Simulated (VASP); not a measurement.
# PdCl4 (Pmmm) in VASP: single point with PBE

Aim: the single point of PdCl4 with PBE.

All numbers are computed with VASP 6.6.1; they aren't measurements. Logs are shortened: lines on timing, memory, paths and dates and some standing lists are left out, and cuts for length are marked.

**1. The cell of the first run**

The structure is orthorhombic, space group Pmmm (No. 47). The conventional cell has a = 2.815 Å, b = 7.585 Å, c = 10.347 Å, α = 90.00°, β = 90.00°, γ = 90.00°. Within 3.0 Å of Pd (site symmetry mmm) lie 4 Cl at 2.31 Å and 2 Pd at 2.81 Å. Cl (site symmetry m) has 1 Pd at 2.31 Å and 2 Cl at 2.81 Å within 3.0 Å.

The cell was generated, and may not be a known phase.

**2. Single point, PBE**

Input file INCAR:

```
SYSTEM = PdCl4
ALGO     = Normal         ! electronic algorithm
EDIFF    = 1E-7           ! SCF threshold, eV
ENCUT    = 520            ! plane-wave cutoff, eV
GGA      = PE             ! functional
ISIF     = 2              ! what is computed and relaxed
ISMEAR   = 0              ! smearing method
LASPH    = .True.         ! aspherical terms in the spheres
LCHARG   = .True.         ! write CHGCAR
LELF     = .True.         ! ELF
LREAL    = .False.        ! projectors in reciprocal space
LVHAR    = .True.       
LWAVE    = .False.        ! write WAVECAR
NBANDS   = 27             ! bands
NELM     = 100            ! most SCF steps
PREC     = Accurate       ! precision mode
SIGMA    = 0.1            ! smearing width, eV
```

Input file KPOINTS:

```
k-points
0
Gamma
  12 4 4
  0 0 0
```

Input file POSCAR:

```
PdCl4
1.0
    2.8146710279      0.0000000000      0.0000000000
    0.0000000000      7.5854809488      0.0000000000
    0.0000000000      0.0000000000     10.3465431423
Pd Cl
1 4
Direct
    0.5000000000      0.5000000000      0.5000000000
    0.5000000000      0.7150932308      0.6577133289
    0.5000000000      0.2849067692      0.6577133289
    0.5000000000      0.7150932308      0.3422866711
    0.5000000000      0.2849067692      0.3422866711
```

Potentials or basis: VASP PAW PBE potentials, release 64 (Pd, Cl).

Run with:

```
$ cat potpaw_PBE.64/Pd/POTCAR potpaw_PBE.64/Cl/POTCAR > POTCAR
$ mpirun -np 1 vasp_std > vasp.out
```

OUTCAR:

```text
SYSTEM = PdCl4
   EDIFF = 1E-7
   ENCUT = 520
   GGA = PE
   ISIF = 2
   ISMEAR = 0
   LASPH = .True.
   LREAL = .False.
   NELM = 100
   PREC = Accurate

 ion  position               nearest neighbor table
   1  0.500  0.500  0.500-   2 2.31   3 2.31   4 2.31   5 2.31
   2  0.500  0.715  0.658-   1 2.31
   3  0.500  0.285  0.658-   1 2.31
   4  0.500  0.715  0.342-   1 2.31
   5  0.500  0.285  0.342-   1 2.31

  LATTYP: Found a simple orthorhombic cell.
 ALAT       =     2.8146710279
 B/A-ratio  =     2.6949795815
 C/A-ratio  =     3.6759333648

  Lattice vectors:

 A1 = (   2.8146710279,   0.0000000000,   0.0000000000)
 A2 = (   0.0000000000,   7.5854809488,   0.0000000000)
 A3 = (   0.0000000000,   0.0000000000,  10.3465431423)

Analysis of symmetry for initial positions (statically):
=====================================================================
 Subroutine PRICEL returns:
 Original cell was already a primitive cell.

 Routine SETGRP: Setting up the symmetry group for a
 simple orthorhombic supercell.

 Subroutine GETGRP returns: Found  8 space group operations
 (whereof  8 operations were pure point group operations)
 out of a pool of  8 trial point group operations.

The static configuration has the point symmetry D_2h.

Analysis of symmetry for dynamics (positions and initial velocities):
=====================================================================
 Subroutine PRICEL returns:
 Original cell was already a primitive cell.

 Routine SETGRP: Setting up the symmetry group for a
 simple orthorhombic supercell.

 Subroutine GETGRP returns: Found  8 space group operations
 (whereof  8 operations were pure point group operations)
 out of a pool of  8 trial point group operations.

The dynamic configuration has the point symmetry D_2h.

 Subroutine INISYM returns: Found  8 space group operations
 (whereof  8 operations are pure point group operations),
 and found     1 'primitive' translations

----------------------------------------------------------------------------------------

                                     Primitive cell

  volume of cell :     220.9053

  direct lattice vectors                    reciprocal lattice vectors
     2.814671028  0.000000000  0.000000000     0.355281306  0.000000000  0.000000000
     0.000000000  7.585480949  0.000000000     0.000000000  0.131830797  0.000000000
     0.000000000  0.000000000 10.346543142     0.000000000  0.000000000  0.096650638

  length of vectors
     2.814671028  7.585480949 10.346543142     0.355281306  0.131830797  0.096650638

  position of ions in fractional coordinates (direct lattice)
     0.500000000  0.500000000  0.500000000
     0.500000000  0.715093231  0.657713329
     0.500000000  0.284906769  0.657713329
     0.500000000  0.715093231  0.342286671
     0.500000000  0.284906769  0.342286671

  ion indices of the primitive-cell ions
   primitive index   ion index
                 1           1
                 2           2
                 3           3
                 4           4
                 5           5

----------------------------------------------------------------------------------------

 KPOINTS: k-points

Automatic generation of k-mesh.
 Grid dimensions read from file:
 generate k-points for:   12    4    4

 Generating k-lattice:

  Cartesian coordinates                     Fractional coordinates (reciprocal lattice)
     0.029606776  0.000000000  0.000000000     0.083333333  0.000000000  0.000000000
     0.000000000  0.032957699  0.000000000     0.000000000  0.250000000  0.000000000
     0.000000000  0.000000000  0.024162660     0.000000000  0.000000000  0.250000000

  Length of vectors
     0.029606776  0.032957699  0.024162660

  Shift w.r.t. Gamma in fractional coordinates (k-lattice)
     0.000000000  0.000000000  0.000000000

 Subroutine IBZKPT returns following result:
 ===========================================

 Found     63 irreducible k-points:

 Following reciprocal coordinates:
            Coordinates               Weight
  0.000000  0.000000  0.000000      1.000000
  0.083333  0.000000  0.000000      2.000000
  0.166667  0.000000  0.000000      2.000000
  0.250000  0.000000  0.000000      2.000000
  0.333333  0.000000  0.000000      2.000000
  0.416667  0.000000  0.000000      2.000000
[... 16 lines left out ...]
  0.083333  0.000000  0.250000      4.000000
  0.166667  0.000000  0.250000      4.000000
 [... further k-points ...]
   k-points           NKPTS =     63   k-points in BZ     NKDIM =     63   number of bands    NBANDS=     27
   number of dos      NEDOS =    301   number of ions     NIONS =      5
   total plane-waves  NPLWV = 107520
   dimension x,y,z NGX =    24 NGY =   56 NGZ =   80
   dimension x,y,z NGXF=    48 NGYF=  112 NGZF=  160
   ions per type =               1   4
   NGX,Y,Z   is equivalent  to a cutoff of  14.18, 12.27, 12.85 a.u.
   NGXF,Y,Z  is equivalent  to a cutoff of  28.35, 24.55, 25.71 a.u.
 SYSTEM =  PdCl4
   PREC   = accura    normal or accurate (medium, high low for compatibility)
   ISTART =      0    job   : 0-new  1-cont  2-samecut
   ICHARG =      2    charge: 1-file 2-atom 10-const
   ISPIN  =      1    spin polarized calculation?
   LNONCOLLINEAR =      F non collinear calculations
   LSORBIT =      F    spin-orbit coupling
   LASPH  =      T    aspherical Exc in radial PAW
   ENCUT  =  520.0 eV  38.22 Ry    6.18 a.u.   5.23 14.10 19.24*2*pi/ulx,y,z
   NELM   =    100;   NELMIN=  2; NELMDL= -5     # of ELM steps
   EDIFF  = 0.1E-06   stopping-criterion for ELM
   LREAL  =      F    real-space projection
   EDIFFG = 0.1E-05   stopping-criterion for IOM
   NSW    =      0    number of steps for IOM
   IBRION =     -1    ionic relax: 0-MD 1-quasi-New 2-CG
   NFREE  =      0    steps in history (QN), initial steepest desc. (CG)
   ISIF   =      2    stress and relaxation
   ISYM   =      2    0-nonsym 1-usesym 2-fastsym
   POTIM  = 0.5000    time-step for ionic-motion
   TEBEG  =    0.0;   TEEND  =   0.0 temperature during run
   PSTRESS=    0.0 pullay stress
   NELECT =      38.0000    total number of electrons
   NUPDOWN=      -1.0000    fix difference up-down
   EMIN   =  10.00;   EMAX   =-10.00  energy-range for DOS
   EFERMI =   0.00;   METHOD = LEGACY
   ISMEAR =     0;   SIGMA  =   0.10  broadening in eV -4-tet -1-fermi 0-gaus
   EFERMI_NEDOS =   21; number of points for ismear=-14 and -15
   IALGO  =     38    algorithm
   IMIX   =      4    mixing-type and parameters
     AMIX     =   0.40;   BMIX     =  1.00
     AMIX_MAG =   1.60;   BMIX_MAG =  1.00
  volume/ion in A,a.u.               =      44.18       298.15
  Fermi-wavevector in a.u.,A,eV,Ry     =   0.910474  1.720546 11.278715  0.828962
  Thomas-Fermi vector in A             =   2.034640
   LORBIT       =      0    0 simple, 1 ext, 2 COOP (PROOUT), +10 PAW based schemes
   GGA     = PE    functional components
   LHFCALC =     F    Hartree Fock is set to
   AEXX    =    0.0000 exact exchange contribution
   IVDW    =     0    specifies the selected vdW correction
   LEPSILON=     F    determine dielectric tensor
   LRPA    =     F    only Hartree local field effects (RPA)
 non-spin polarized calculation
 Gauss-broadening in eV      SIGMA  =   0.10
  energy-cutoff  :      520.00
  volume of cell :      220.91
 maximum number of plane-waves:      5980
 NGX is ok and might be reduce to    24
   NGX = 11   NGY = 29   NGZ = 39

 number of electron      38.0000004 magnetization

 Free energy of the ion-electron system (eV)
  ---------------------------------------------------
  ext. energy  EPLUGINS =         0.00000000
  ---------------------------------------------------
  free energy    TOTEN  =       -13.42656211 eV

  energy without entropy =      -13.41157008  energy(sigma->0) =      -13.41906610

 E-fermi :  -2.2239     XC(G=0):  -5.6452

 val. band max:       -2.2580836665   @ k =   0.4167   0.5000   0.5000
 cond. band min:      -2.0050642290   @ k =   0.0833   0.5000   0.5000
 fundamental gap:      0.2530194375
 Fermi energy:        -2.2238545286

 k-point     1 :       0.0000    0.0000    0.0000
  band No.  band energies     occupation
      1     -17.5201      2.00000
      2     -17.0929      2.00000
      3     -17.0775      2.00000
      4     -17.0328      2.00000
      5      -7.4823      2.00000
      6      -7.3394      2.00000
[... 19 lines left out ...]
     26       5.5614      0.00000
     27       6.1410      0.00000

 k-point     2 :       0.0833    0.0000    0.0000
  band No.  band energies     occupation
      1     -17.4542      2.00000
      2     -17.0282      2.00000
      3     -17.0130      2.00000
      4     -16.9710      2.00000
      5      -7.4524      2.00000
      6      -7.2883      2.00000
[... 19 lines left out ...]
     26       5.7133      0.00000
     27       6.2062      0.00000

 k-point     3 :       0.1667    0.0000    0.0000
  band No.  band energies     occupation
      1     -17.2664      2.00000
      2     -16.8437      2.00000
      3     -16.8290      2.00000
      4     -16.7951      2.00000
      5      -7.3693      2.00000
      6      -7.1487      2.00000
[... 19 lines left out ...]
     26       6.1342      0.00000
     27       6.3598      0.00000

 k-point     4 :       0.2500    0.0000    0.0000
  band No.  band energies     occupation
      1     -16.9888      2.00000
      2     -16.5700      2.00000
      3     -16.5562      2.00000
      4     -16.5361      2.00000
      5      -7.2518      2.00000
      6      -6.9549      2.00000
[... 19 lines left out ...]
     26       6.4924      0.00000
     27       6.7804      0.00000

 k-point     5 :       0.3333    0.0000    0.0000
  band No.  band energies     occupation
      1     -16.6807      2.00000
      2     -16.2652      2.00000
      3     -16.2523      2.00000
      4     -16.2504      2.00000
      5      -7.1268      2.00000
      6      -6.7577      2.00000
[... 19 lines left out ...]
     26       6.9064      0.00000
     27       7.3265      0.00000

 k-point     6 :       0.4167    0.0000    0.0000
  band No.  band energies     occupation
      1     -16.4304      2.00000
      2     -16.0201      2.00000
      3     -16.0164      2.00000
      4     -16.0044      2.00000
      5      -7.0590      2.00000
      6      -7.0457      2.00000
[... 444 lines left out ...]
      1     -16.3224      2.00000
      2     -15.9402      2.00000
      3     -15.9190      2.00000
      4     -15.9085      2.00000
      5      -7.2850      2.00000
      6      -7.2723      2.00000
[... 19 lines left out ...]
     26       7.1241      0.00000
     27       7.2853      0.00000

 k-point    22 :       0.0000    0.0000    0.2500
  band No.  band energies     occupation
      1     -17.5201      2.00000
      2     -17.0929      2.00000
      3     -17.0775      2.00000
      4     -17.0328      2.00000
      5      -7.4825      2.00000
      6      -7.3391      2.00000
[... 19 lines left out ...]
     26       5.7507      0.00000
     27       6.1207      0.00000

 k-point    23 :       0.0833    0.0000    0.2500
  band No.  band energies     occupation
      1     -17.4542      2.00000
      2     -17.0283      2.00000
      3     -17.0130      2.00000
      4     -16.9710      2.00000
      5      -7.4525      2.00000
      6      -7.2880      2.00000
[... 19 lines left out ...]
     26       5.9017      0.00000
     27       6.2091      0.00000

 k-point    24 :       0.1667    0.0000    0.2500
  band No.  band energies     occupation
      1     -17.2664      2.00000
      2     -16.8437      2.00000
      3     -16.8290      2.00000
      4     -16.7951      2.00000
      5      -7.3694      2.00000
      6      -7.1484      2.00000
[... 19 lines left out ...]
     26       6.3165      0.00000
     27       6.4106      0.00000

 [... further k-points ...]

------------------------ aborting loop because EDIFF is reached ----------------------------------------

  FORCE on cell =-STRESS in cart. coord.  units (eV):
  Direction    XX          YY          ZZ          XY          YZ          ZX
  --------------------------------------------------------------------------------------
  -------------------------------------------------------------------------------------
  Total       -0.0722131     -0.1689370     -0.1810164     -0.0000000      0.0000000      0.0000000
  in kB       -0.5237456     -1.2252629     -1.3128726     -0.0000000      0.0000000      0.0000000
  external PRESSURE =      -1.0206270 kB  Pullay stress =       0.0000000 kB

 VOLUME and BASIS-vectors are now :
 -----------------------------------------------------------------------------
  energy-cutoff  :      520.00
  volume of cell :      220.91
      direct lattice vectors                 reciprocal lattice vectors
     2.814671028  0.000000000  0.000000000     0.355281306  0.000000000  0.000000000
     0.000000000  7.585480949  0.000000000     0.000000000  0.131830797  0.000000000
     0.000000000  0.000000000 10.346543142     0.000000000  0.000000000  0.096650638

 POSITION                                       TOTAL-FORCE (eV/Angst)
 -----------------------------------------------------------------------------------
      1.40734      3.79274      5.17327        -0.000000      0.000000     -0.000000
      1.40734      5.42433      6.80506        -0.000000     -0.020226     -0.020300
      1.40734      2.16115      6.80506        -0.000000      0.020226     -0.020300
      1.40734      5.42433      3.54148         0.000000     -0.020226      0.020300
      1.40734      2.16115      3.54148         0.000000      0.020226      0.020300
 -----------------------------------------------------------------------------------
    total drift:                                0.000000     -0.000000     -0.000000

  FREE ENERGIE OF THE ION-ELECTRON SYSTEM (eV)
  ---------------------------------------------------
  free  energy   TOTEN  =       -13.4265621129 eV

  energy  without entropy=      -13.4115700850  energy(sigma->0) =      -13.41906610
```

Run time: 4 min. Hardware: 1 thread of AMD EPYC 9R45 (Zen 5), shared host; peak memory 0.49 GiB.

What came out:

```yaml
Free_energy: -13.4266 eV
Pressure: -0.1 GPa
Largest_force: 0.029 eV/Å
Band_gap_on_the_k_mesh: zero (bands 19 and 20 overlap by 1.96 eV)
```

Forces on the atoms (eV/Å):
```
Pd   0.000  0.000  0.000
Cl   0.000 -0.020 -0.020
Cl   0.000  0.020 -0.020
Cl   0.000 -0.020  0.020
Cl   0.000  0.020  0.020
```

Caveat: this functional lacks dispersion, which binds layers or chains, so the pressure and a relaxed spacing across them are unreliable.

The gap in the log of VASP goes by the Fermi energy; the results here count the filled bands.